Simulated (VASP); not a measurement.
**SnSe (zincblende type): single point with PBE**

Crystal: SnSe (zincblende type).

```
Sn Se
1.0
     0.00000    2.92053    2.92053
     2.92053    0.00000    2.92053
     2.92053    2.92053    0.00000
Sn Se
1 1
Direct
  0.00000 0.00000 0.00000
  0.25000 0.25000 0.25000
```

This cell differs from its parent crystal: volume scaled by 0.64.

```yaml
Program: VASP 6.6.1
Task: single point
Functional: PBE
Potentials_or_basis: VASP PAW PBE potentials, release 64 (Sn_d, Se)
Cutoff: 500 eV
k_mesh: 11 × 11 × 11
Occupations: fermi-dirac, width 0.05 eV
Spin: no spin polarisation
```

```yaml
Pressure: 29.8 GPa
Band_gap_on_the_k_mesh: zero (band 10 reaches 7.94 eV, above the bottom of band 11 at 6.54 eV)
```

Levels at points of the mesh, in eV from the Fermi level:
| k point | band 7 | band 8 | band 9 | band 10 | band 11 | band 12 | band 13 | band 14 |
| --- | --- | --- | --- | --- | --- | --- | --- | --- |
| (0.00, 0.00, 0.00) | -3.97 | -3.54 | -3.54 | -3.54 | 1.27 | 1.27 | 1.27 | 5.46 |

Wall time 27 s on 1 thread of AMD EPYC 9R45 (Zen 5), with other jobs on the host, peak memory 0.16 GiB.

Caveat: spin-orbit coupling is left out, which moves the levels of the heavy elements.
